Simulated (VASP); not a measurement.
# Na in VASP: a series of runs, part 2 of 3

VASP 6.6.1.

## Step 3: Single point, PBE (strain -0.030 along x and y, -0.015 along z)

INCAR

```
PREC = Accurate
ENCUT = 520
EDIFF = 1E-6
ISMEAR = 0
SIGMA = 0.15
LREAL = False
LASPH = True
NELM = 80
ALGO = Normal
ISIF = 2
LWAVE = False
LCHARG = True
GGA = PE
LELF = True
LVHAR = True
NBANDS = 10
```

KPOINTS

```
regular mesh
0
Gamma
  16 16 16
```

POSCAR

```
Na
1.0
   -2.0539750000      2.0539750000      2.0857375000
    2.0539750000     -2.0539750000      2.0857375000
    2.0539750000      2.0539750000     -2.0857375000
Na
1
Direct
    0.0000000000      0.0000000000      0.0000000000
```

Potentials or basis: VASP PAW PBE potentials, release 64 (Na_pv).

Started as:

```console
$ cat potpaw_PBE.64/Na_pv/POTCAR > POTCAR
$ mpirun -np 1 vasp_std > vasp.out
```

OUTCAR:

```text
PREC = Accurate
   ENCUT = 520
   EDIFF = 1E-6
   ISMEAR = 0
   LREAL = False
   LASPH = True
   NELM = 80
   ISIF = 2
   GGA = PE

 ion  position               nearest neighbor table
   1  0.000  0.000  0.000-

  LATTYP: Found a body centered tetragonal cell.
 ALAT       =     4.1079500000
 C/A-ratio  =     1.0154639175

  Lattice vectors:

 A1 = (  -2.0539750000,   2.0539750000,   2.0857375000)
 A2 = (   2.0539750000,  -2.0539750000,   2.0857375000)
 A3 = (   2.0539750000,   2.0539750000,  -2.0857375000)

Analysis of symmetry for initial positions (statically):
=====================================================================
 Subroutine PRICEL returns:
 Original cell was already a primitive cell.

 Routine SETGRP: Setting up the symmetry group for a
 body centered tetragonal supercell.

 Subroutine GETGRP returns: Found 16 space group operations
 (whereof 16 operations were pure point group operations)
 out of a pool of 16 trial point group operations.

The static configuration has the point symmetry D_4h.

Analysis of symmetry for dynamics (positions and initial velocities):
=====================================================================
 Subroutine PRICEL returns:
 Original cell was already a primitive cell.

 Routine SETGRP: Setting up the symmetry group for a
 body centered tetragonal supercell.

 Subroutine GETGRP returns: Found 16 space group operations
 (whereof 16 operations were pure point group operations)
 out of a pool of 16 trial point group operations.

The dynamic configuration has the point symmetry D_4h.

 Subroutine INISYM returns: Found 16 space group operations
 (whereof 16 operations are pure point group operations),
 and found     1 'primitive' translations

----------------------------------------------------------------------------------------

                                     Primitive cell

  volume of cell :      35.1973

  direct lattice vectors                    reciprocal lattice vectors
    -2.053975000  2.053975000  2.085737500     0.000000000  0.243430421  0.239723359
     2.053975000 -2.053975000  2.085737500     0.243430421  0.000000000  0.239723359
     2.053975000  2.053975000 -2.085737500     0.243430421  0.243430421  0.000000000

  length of vectors
     3.576021186  3.576021186  3.576021186     0.341651371  0.341651371  0.344262604

  position of ions in fractional coordinates (direct lattice)
     0.000000000  0.000000000  0.000000000

  ion indices of the primitive-cell ions
   primitive index   ion index
                 1           1

----------------------------------------------------------------------------------------

 KPOINTS: regular mesh

Automatic generation of k-mesh.
 Grid dimensions read from file:
 generate k-points for:   16   16   16

 Generating k-lattice:

  Cartesian coordinates                     Fractional coordinates (reciprocal lattice)
     0.000000000  0.015214401  0.014982710     0.062500000  0.000000000  0.000000000
     0.015214401  0.000000000  0.014982710     0.000000000  0.062500000  0.000000000
     0.015214401  0.015214401  0.000000000     0.000000000  0.000000000  0.062500000

  Length of vectors
     0.021353211  0.021353211  0.021516413

  Shift w.r.t. Gamma in fractional coordinates (k-lattice)
     0.000000000  0.000000000  0.000000000

 Subroutine IBZKPT returns following result:
 ===========================================

 Found    349 irreducible k-points:

 Following reciprocal coordinates:
            Coordinates               Weight
  0.000000  0.000000  0.000000      1.000000
  0.062500 -0.000000  0.000000      8.000000
  0.125000 -0.000000  0.000000      8.000000
  0.187500 -0.000000  0.000000      8.000000
  0.250000 -0.000000  0.000000      8.000000
  0.312500 -0.000000  0.000000      8.000000
[... 16 lines left out ...]
 -0.125000  0.062500 -0.000000     16.000000
 -0.062500  0.062500  0.000000      4.000000
 [... further k-points ...]
   k-points           NKPTS =    349   k-points in BZ     NKDIM =    349   number of bands    NBANDS=     10
   number of dos      NEDOS =    301   number of ions     NIONS =      1
   total plane-waves  NPLWV =  21952
   dimension x,y,z NGX =    28 NGY =   28 NGZ =   28
   dimension x,y,z NGXF=    56 NGYF=   56 NGZF=   56
   ions per type =               1
   NGX,Y,Z   is equivalent  to a cutoff of  13.02, 13.02, 13.02 a.u.
   NGXF,Y,Z  is equivalent  to a cutoff of  26.03, 26.03, 26.03 a.u.
 SYSTEM =  unknown system
   PREC   = accura    normal or accurate (medium, high low for compatibility)
   ISTART =      0    job   : 0-new  1-cont  2-samecut
   ICHARG =      2    charge: 1-file 2-atom 10-const
   ISPIN  =      1    spin polarized calculation?
   LNONCOLLINEAR =      F non collinear calculations
   LSORBIT =      F    spin-orbit coupling
   LASPH  =      T    aspherical Exc in radial PAW
   ENCUT  =  520.0 eV  38.22 Ry    6.18 a.u.   6.65  6.65  6.65*2*pi/ulx,y,z
   NELM   =     80;   NELMIN=  2; NELMDL= -5     # of ELM steps
   EDIFF  = 0.1E-05   stopping-criterion for ELM
   LREAL  =      F    real-space projection
   EDIFFG = 0.1E-04   stopping-criterion for IOM
   NSW    =      0    number of steps for IOM
   IBRION =     -1    ionic relax: 0-MD 1-quasi-New 2-CG
   NFREE  =      0    steps in history (QN), initial steepest desc. (CG)
   ISIF   =      2    stress and relaxation
   ISYM   =      2    0-nonsym 1-usesym 2-fastsym
   POTIM  = 0.5000    time-step for ionic-motion
   TEBEG  =    0.0;   TEEND  =   0.0 temperature during run
   PSTRESS=    0.0 pullay stress
   NELECT =       7.0000    total number of electrons
   NUPDOWN=      -1.0000    fix difference up-down
   EMIN   =  10.00;   EMAX   =-10.00  energy-range for DOS
   EFERMI =   0.00;   METHOD = LEGACY
   ISMEAR =     0;   SIGMA  =   0.15  broadening in eV -4-tet -1-fermi 0-gaus
   EFERMI_NEDOS =   21; number of points for ismear=-14 and -15
   IALGO  =     38    algorithm
   IMIX   =      4    mixing-type and parameters
     AMIX     =   0.40;   BMIX     =  1.00
     AMIX_MAG =   1.60;   BMIX_MAG =  1.00
  volume/ion in A,a.u.               =      35.20       237.52
  Fermi-wavevector in a.u.,A,eV,Ry     =   0.955588  1.805800 12.424149  0.913149
  Thomas-Fermi vector in A             =   2.084440
   LORBIT       =      0    0 simple, 1 ext, 2 COOP (PROOUT), +10 PAW based schemes
   GGA     = PE    functional components
   LHFCALC =     F    Hartree Fock is set to
   AEXX    =    0.0000 exact exchange contribution
   IVDW    =     0    specifies the selected vdW correction
   LEPSILON=     F    determine dielectric tensor
   LRPA    =     F    only Hartree local field effects (RPA)
 non-spin polarized calculation
 Gauss-broadening in eV      SIGMA  =   0.15
  energy-cutoff  :      520.00
  volume of cell :       35.20
 maximum number of plane-waves:       968
   NGX = 13   NGY = 13   NGZ = 13

 number of electron       6.9999988 magnetization

 Free energy of the ion-electron system (eV)
  ---------------------------------------------------
  ext. energy  EPLUGINS =         0.00000000
  ---------------------------------------------------
  free energy    TOTEN  =        -1.31181171 eV

  energy without entropy =       -1.30685580  energy(sigma->0) =       -1.30933375

 E-fermi :   0.4852     XC(G=0):  -6.6390

 val. band max:        0.4818507654   @ k =   0.5000   0.1875   0.0000
 cond. band min:       0.4918546287   @ k =  -0.1875   0.4375   0.1250
 fundamental gap:      0.0100038634
 Fermi energy:         0.4851747919

 k-point     1 :       0.0000    0.0000    0.0000
  band No.  band energies     occupation
      1     -24.3806      2.00000
      2     -24.3806      2.00000
      3     -24.3805      2.00000
      4      -2.9066      2.00000
      5      12.4778      0.00000
      6      12.4779      0.00000
      7      12.7170      0.00000
      8      13.4701      0.00000
      9      13.7053      0.00000
     10      14.0752      0.00000

 k-point     2 :       0.0625   -0.0000    0.0000
  band No.  band energies     occupation
      1     -24.3822      2.00000
      2     -24.3812      2.00000
      3     -24.3806      2.00000
      4      -2.8355      2.00000
      5      11.5042      0.00000
      6      12.0694      0.00000
      7      12.3801      0.00000
      8      12.9516      0.00000
      9      13.1056      0.00000
     10      14.4288      0.00000
[... 274 lines left out ...]
 k-point    24 :      -0.0625    0.0625    0.0000
  band No.  band energies     occupation
      1     -24.3823      2.00000
      2     -24.3811      2.00000
      3     -24.3806      2.00000
      4      -2.8344      2.00000
      5      11.7117      0.00000
      6      11.9743      0.00000
      7      12.2022      0.00000
      8      12.8599      0.00000
      9      13.1878      0.00000
     10      14.6053      0.00000

 [... further k-points ...]
[... 5 lines left out ...]
  --------------------------------------------------------------------------------------
  -------------------------------------------------------------------------------------
  Total        0.0857857      0.0857857      0.0809920      0.0000000      0.0000000      0.0000000
  in kB        3.9049499      3.9049499      3.6867421      0.0000000      0.0000000      0.0000000
  external PRESSURE =       3.8322140 kB  Pullay stress =       0.0000000 kB

 VOLUME and BASIS-vectors are now :
 -----------------------------------------------------------------------------
  energy-cutoff  :      520.00
  volume of cell :       35.20
      direct lattice vectors                 reciprocal lattice vectors
    -2.053975000  2.053975000  2.085737500     0.000000000  0.243430421  0.239723359
     2.053975000 -2.053975000  2.085737500     0.243430421  0.000000000  0.239723359
     2.053975000  2.053975000 -2.085737500     0.243430421  0.243430421  0.000000000

 POSITION                                       TOTAL-FORCE (eV/Angst)
 -----------------------------------------------------------------------------------
      0.00000      0.00000      0.00000        -0.000000     -0.000000      0.000000
 -----------------------------------------------------------------------------------
    total drift:                                0.000000     -0.000000      0.000000

  FREE ENERGIE OF THE ION-ELECTRON SYSTEM (eV)
  ---------------------------------------------------
  free  energy   TOTEN  =        -1.3118117086 eV

  energy  without entropy=       -1.3068558010  energy(sigma->0) =       -1.30933375
```

OSZICAR:

```text
N       E                     dE             d eps       ncg     rms          rms(c)
DAV:   1     0.289412120670E+02    0.28941E+02   -0.38152E+03  7002   0.596E+02
DAV:   2    -0.650678858020E+00   -0.29592E+02   -0.29450E+02  7188   0.154E+02
DAV:   3    -0.130792493023E+01   -0.65725E+00   -0.65661E+00  8636   0.244E+01
DAV:   4    -0.131262318153E+01   -0.46983E-02   -0.46979E-02  8158   0.198E+00
DAV:   5    -0.131268715263E+01   -0.63971E-04   -0.63971E-04  7962   0.227E-01    0.209E-01
DAV:   6    -0.131217422383E+01    0.51293E-03   -0.49163E-04  8194   0.264E-01    0.139E-01
DAV:   7    -0.131181761166E+01    0.35661E-03   -0.98611E-04  7868   0.315E-01    0.163E-02
DAV:   8    -0.131181155757E+01    0.60541E-05   -0.44005E-05  8464   0.110E-01    0.217E-03
DAV:   9    -0.131181170860E+01   -0.15103E-06   -0.19960E-07  4900   0.452E-03
   1 F= -.13118117E+01 E0= -.13093338E+01  d E =-.495591E-02
```

stdout:

```text
POSCAR found type information on POSCAR Na
 POSCAR found :  1 types and       1 ions
 scaLAPACK will be used
 LDA part: xc-table for (Slater+PW92), standard interpolation
 POSCAR, INCAR and KPOINTS ok, starting setup
 FFT: planning ... GRIDC
 FFT: planning ... GRID_SOFT
 FFT: planning ... GRID
 WAVECAR not read
 entering main loop
```

Wall time 72 s (1 thread of AMD EPYC 7R43 (Zen 3), shared host); peak memory 0.19 GiB.

Results:

```
Free energy : -1.3118 eV
Pressure    : 0.4 GPa
```

Levels at points of the mesh, in eV from the Fermi level:
```csv
k point,band 1,band 2,band 3,band 4,band 5,band 6,band 7
"(0.00, 0.00, 0.00)",-24.87,-24.87,-24.87,-3.39,11.99,11.99,12.23
"(0.50, 0.00, 0.00)",-24.91,-24.88,-24.87,0.75,1.25,8.49,9.59
"(0.50, 0.50, 0.00)",-24.91,-24.88,-24.87,0.81,1.32,8.29,9.38
"(0.50, 0.50, 0.50)",-24.90,-24.90,-24.90,4.53,4.67,4.89,5.17
```

Caveat: the cell differs from its parent crystal (strain -0.030 along x and y, -0.015 along z).

## Step 4: Single point, PBE (strain -0.030 along x and y, +0.000 along z)

INCAR

```
SYSTEM = Na
PREC     = Accurate       ! precision mode
ENCUT    = 520            ! plane-wave cutoff, eV
EDIFF    = 1E-7           ! SCF threshold, eV
ISMEAR   = 0              ! smearing method
SIGMA    = 0.15           ! smearing width, eV
LREAL    = .False.        ! projectors in reciprocal space
LASPH    = .True.         ! aspherical terms in the spheres
NELM     = 80             ! most SCF steps
ALGO     = Fast           ! electronic algorithm
ISIF     = 2              ! what is computed and relaxed
LWAVE    = .False.        ! write WAVECAR
LCHARG   = .True.         ! write CHGCAR
GGA      = PE             ! functional
LELF     = .True.         ! ELF
LVHAR    = .True.       
NBANDS   = 10             ! bands
```

KPOINTS

```
regular mesh
0
Gamma
  16 16 16
  0 0 0
```

POSCAR

```
Na
1.0
   -2.0539750000      2.0539750000      2.1175000000
    2.0539750000     -2.0539750000      2.1175000000
    2.0539750000      2.0539750000     -2.1175000000
Na
1
Direct
    0.0000000000      0.0000000000      0.0000000000
```

Started as:

```console
$ cat potpaw_PBE.64/Na_pv/POTCAR > POTCAR
$ mpirun -np 1 vasp_std > vasp.out
```

It took 1.8 min on 1 thread of AMD EPYC 7R43 (Zen 3), shared host; peak memory 0.19 GiB.

The run converged. Its results:

```yaml
Free_energy: -1.3129 eV
Pressure: 0.3 GPa
```

Levels at points of the mesh, in eV from the Fermi level:
```csv
k point,band 1,band 2,band 3,band 4,band 5,band 6,band 7,band 8,band 9
"(0.00, 0.00, 0.00)",-24.88,-24.88,-24.88,-3.36,11.82,11.82,12.29,12.77,13.23
"(0.50, 0.00, 0.00)",-24.92,-24.89,-24.88,0.73,1.21,8.49,9.55,9.61,10.69
"(0.50, 0.50, 0.00)",-24.92,-24.89,-24.88,0.84,1.35,8.10,9.15,9.22,10.50
"(0.50, 0.50, 0.50)",-24.91,-24.90,-24.90,4.43,4.67,4.71,5.20,5.20,8.01
```

Caveat: the cell differs from its parent crystal (strain -0.030 along x and y, +0.000 along z).

(Part 2 of 3 ends here.)
